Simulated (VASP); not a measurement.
Set up this calculation in VASP 6.6.1, as the native input.

| Property | Result |
| --- | --- |
| Task | relaxation of the atoms |
| Functional | LDA |
| Potentials or basis | VASP PAW LDA potentials, release 64 (Ru_pv, Si) |
| Cutoff | 520 eV |
| k mesh | 12 × 12 × 1 |
| Occupations | gaussian, width 0.1 eV |
| Spin | no spin polarisation |
| Dipole correction | yes |
| Atoms held fixed (from 0) | [0, 1, 2, 3, 4] |
| Further INCAR settings | ALGO = Normal; EDIFF = 1e-06; IBRION = 2; EDIFFG = -0.025; NSW = 36 |
| Atoms held along some axes (from 0) | atom 5 along a and b |

The structure of SiRu5 lies in POSCAR:

```
SiRu5
1.0
    2.6740588505      0.0000000000      0.0000000000
   -1.3370294252      2.3158028957      0.0000000000
    0.0000000000      0.0000000000     23.8999247755
Ru Si
5 1
Selective dynamics
Direct
    0.6666666667      0.3333333333      0.1673645435  F F F
    0.3333333333      0.6666666667      0.2557907839  F F F
    0.6666666667      0.3333333333      0.3443582822  F F F
    0.3333333333      0.6666666667      0.4334512798  F F F
    0.6666666667      0.3333333333      0.5188269374  F F F
    0.6666666667      0.3333333333      0.6267770680  F F T
```

These files were run (other wordings do the same):

INCAR

```
ALGO     = Normal         # electronic algorithm
DIPOL    = 0.5 0.5 0.391
EDIFF    = 1E-6           # SCF threshold, eV
EDIFFG   = -0.025         # ionic threshold
ENCUT    = 520            # plane-wave cutoff, eV
GGA      = CA             # functional
IBRION   = 2              # ionic algorithm
IDIPOL   = 3            
ISIF     = 2              # what is computed and relaxed
ISMEAR   = 0              # smearing method
LASPH    = T              # aspherical terms in the spheres
LCHARG   = F              # write CHGCAR
LDIPOL   = T            
LREAL    = F              # projectors in reciprocal space
LWAVE    = F              # write WAVECAR
NELM     = 100            # most SCF steps
NSW      = 36             # ionic steps
PREC     = Accurate       # precision mode
SIGMA    = 0.1            # smearing width, eV
```

KPOINTS

```
k-points
0
Gamma
  12 12 1
```

Potentials or basis: VASP PAW LDA potentials, release 64 (Ru_pv, Si).

The run is started by

```console
$ cat potpaw_LDA.64/Ru_pv/POTCAR potpaw_LDA.64/Si/POTCAR > POTCAR
$ mpirun -np 1 vasp_std > vasp.out
```

It gave:

```json
{
 "Energy gained by relaxing": "17.0 meV/atom",
 "Ionic steps": "4",
 "Band gap on the k mesh": "zero (bands 37 and 38 overlap by 2.56 eV)"
}
```

Run time: 8.6 min on 1 thread of Intel(R) Xeon(R) Platinum 8259CL CPU @ 2.50GHz (Skylake/Cascade Lake) (shared host), peak memory 0.27 GiB.
